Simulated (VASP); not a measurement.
Crystal: BaZrO3.

```
Ba Zr O
1.0
     4.18150    0.00000    0.00000
     0.00000    4.18150    0.00000
     0.00000    0.00000    4.18150
Ba Zr O
1 1 3
Cartesian
  2.0907 2.0907 2.0907
  0.0000 0.0000 0.0000
  2.0907 0.0000 0.0000
  0.0000 2.0907 0.0000
  0.0000 0.0000 2.0907
```

| Quantity | Value |
| --- | --- |
| Program | VASP 6.6.1 |
| Task | relaxation of cell and atoms |
| Functional | PBE |
| Potentials or basis | VASP PAW PBE potentials, release 64 (Ba_sv, Zr_sv, O) |
| Cutoff | 600 eV |
| k mesh | 6 × 6 × 6 |
| Occupations | gaussian, width 0.02 eV |
| Spin | no spin polarisation |

At the start: pressure 6.2 GPa; volume 14.62 Å³/atom.

Problem. How do energy, volume and symmetry change on relaxing?

Solution. Over 3 steps the energy falls by 10.5 meV/atom and the volume is 15.19 Å³/atom (+3.9 %); space group Pm-3m (No. 221, to 0.05 Å).

Step by step:
```csv
step,energy change (eV),largest force (eV/Å),pressure (GPa),volume (Å³)
1,0.0000,0.0000,6.16,73.11
2,0.0082,0.0000,-5.73,79.22
3,-0.0527,0.0000,-0.02,75.97
```

Final structure:
```
Ba Zr O
1.0
     4.23529    0.00000    0.00000
     0.00000    4.23529    0.00000
     0.00000    0.00000    4.23529
Ba Zr O
1 1 3
Direct
  0.50000 0.50000 0.50000
  0.00000 0.00000 0.00000
  0.50000 0.00000 0.00000
  0.00000 0.50000 0.00000
  0.00000 0.00000 0.50000
```
